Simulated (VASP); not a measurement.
A run of VASP 6.6.1:

Contents of INCAR:

```
PREC     = Accurate       # precision mode
ENCUT    = 600            # plane-wave cutoff, eV
EDIFF    = 1E-7           # SCF threshold, eV
ISMEAR   = 0              # smearing method
SIGMA    = 0.1            # smearing width, eV
LREAL    = F              # projectors in reciprocal space
LASPH    = T              # aspherical terms in the spheres
NELM     = 200            # most SCF steps
ALGO     = Normal         # electronic algorithm
ISIF     = 3              # what is computed and relaxed
LWAVE    = F              # write WAVECAR
LCHARG   = F              # write CHGCAR
GGA      = PE             # functional
IBRION   = 2              # ionic algorithm
NSW      = 100            # ionic steps
EDIFFG   = -0.01          # ionic threshold
GGA_COMPAT= F            
NELMIN   = 4            
LMAXMIX  = 6              # l up to which the mixer works
```

File KPOINTS:

```
regular mesh
0
Gamma
  12 12 4
```

POSCAR

```
HoHgF4
1.0
    4.1290413251      0.0000000000      0.0000000000
   -2.0645206626      3.5758546808      0.0000000000
    0.0000000000      0.0000000000      9.3641714873
Ho Hg F
1 1 4
Direct
    0.0000000000      0.0000000000      0.5000000000
    0.0000000000      0.0000000000      0.0000000000
    0.0000000000      0.0000000000      0.7137368595
    0.0000000000      0.0000000000      0.2862631405
    0.3333333333      0.6666666667      0.0000000000
    0.6666666667      0.3333333333      0.0000000000
```

Potentials or basis: VASP PAW PBE potentials, release 64 (Ho_3, Hg, F), 4f in core.

Launch:

```console
$ cat potpaw_PBE.64/Ho_3/POTCAR potpaw_PBE.64/Hg/POTCAR potpaw_PBE.64/F/POTCAR > POTCAR
$ mpirun -np 1 vasp_std > vasp.out
```

Hardware: 1 thread of Intel(R) Xeon(R) Platinum 8375C CPU @ 2.90GHz (Ice Lake) (shared host).

Problem. Estimate the wall time of this run.

Solution. It took 27 min on 1 thread of Intel(R) Xeon(R) Platinum 8375C CPU @ 2.90GHz (Ice Lake), on a shared host, peak memory 0.53 GiB. Counts: scf iterations 88, k points 57, ion steps 8.
